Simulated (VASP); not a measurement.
A run of VASP 6.6.1 is set up as follows.

The input POSCAR:

```
CdSb2C
1.0
   -3.0444077078      3.0444077078      5.1222655273
    3.0444077078     -3.0444077078      5.1222655273
    3.0444077078      3.0444077078     -5.1222655273
Cd Sb C
2 4 2
Direct
    0.0000000000      0.0000000000      0.0000000000
    0.7500000000      0.2500000000      0.5000000000
    0.3750000000      0.4513221463      0.5763221463
    0.2013221463      0.6250000000      0.0763221463
    0.8750000000      0.7986778537      0.4236778537
    0.5486778537      0.1250000000     -0.0763221463
    0.5000000000      0.5000000000      0.0000000000
    0.2500000000      0.7500000000      0.5000000000
```

File INCAR.step1:

```
SYSTEM = CdSb2C
  ALGO = Normal
  EDIFF = 1E-4
  ENCUT = 520
  GGA = PE
  ISMEAR = -1
  LASPH = .TRUE.
  LCHARG = .FALSE.
  LREAL = .FALSE.
  LWAVE = .TRUE.
  NBANDS = 36
  NELM = 100
  PREC = Accurate
  SIGMA = 0.02
```

The input INCAR.step2:

```
SYSTEM = CdSb2C
  ALGO = Normal
  EDIFF = 1E-7
  ENCUT = 520
  ISIF = 2
  ISMEAR = -1
  ISTART = 1
  LASPH = .TRUE.
  LCHARG = .TRUE.
  LELF = .TRUE.
  LMIXTAU = .TRUE.
  LREAL = .FALSE.
  LVHAR = .TRUE.
  LWAVE = .FALSE.
  METAGGA = R2SCAN
  NBANDS = 36
  NELM = 100
  PREC = Accurate
  SIGMA = 0.02
```

KPOINTS

```
k-points
0
G
  6 6 6
  0 0 0
```

Potentials or basis: VASP PAW PBE potentials, release 64 (Cd, Sb, C).

Command:

```console
$ cat potpaw_PBE.64/Cd/POTCAR potpaw_PBE.64/Sb/POTCAR potpaw_PBE.64/C/POTCAR > POTCAR
$ cp INCAR.step1 INCAR
$ mpirun -np 1 vasp_std > vasp.out
$ cp INCAR.step2 INCAR
$ mpirun -np 1 vasp_std > vasp.out
```

Predict the pressure.

0.2 GPa.

Predict the band gap on the k mesh.

0.16 eV.

Forces in eV/Å, atoms in the order of the input:
```
Cd   0.000  0.000  0.000
Cd   0.000  0.000  0.000
Sb  -0.041  0.000  0.000
Sb   0.000 -0.041  0.000
Sb   0.041  0.000  0.000
Sb   0.000  0.041  0.000
C    0.000  0.000  0.000
C    0.000  0.000  0.000
```

Caveat: semilocal functionals underestimate gaps, and a narrow one can read as zero; the PAW data sets were made with another functional, which shifts forces and pressure a little; spin-orbit coupling is left out, which moves the levels of the heavy elements.
